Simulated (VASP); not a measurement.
SiO2, 12 atoms in the cell. The structure is tetragonal, space group P4_32_12 (No. 96). Conventional cell: a = 4.948 Å, b = 4.948 Å, c = 6.878 Å, α = 90.00°, β = 90.00°, γ = 90.00°. Si (site symmetry 2) has 4 O at 1.61 Å within 2.1 Å. O (site symmetry 1) has 2 Si at 1.61 Å within 2.1 Å. 

- Program: VASP 6.6.1
- Task: single point
- Functional: LDA
- Potentials or basis: VASP PAW LDA potentials, release 64 (Si, O)
- Cutoff: 520 eV
- k mesh: 6 × 6 × 4
- Occupations: fermi-dirac, width 0.05 eV
- Spin: no spin polarisation
- Dipole correction: no
- Further INCAR settings: ALGO = Normal; EDIFF = 1e-06; NBANDS = 44

Potentials or basis: VASP PAW LDA potentials, release 64 (Si, O).

Launch:

```bash
$ cat potpaw_LDA.64/Si/POTCAR potpaw_LDA.64/O/POTCAR > POTCAR
$ mpirun -np 1 vasp_std > vasp.out
```

Hardware: 1 thread of Intel Xeon 8259CL, on a shared host.

Estimate the wall time of this run.

It took 7 min on 1 thread of Intel Xeon 8259CL, with other jobs on the host, peak memory 0.31 GiB. Counts: scf iterations 13, k points 30.
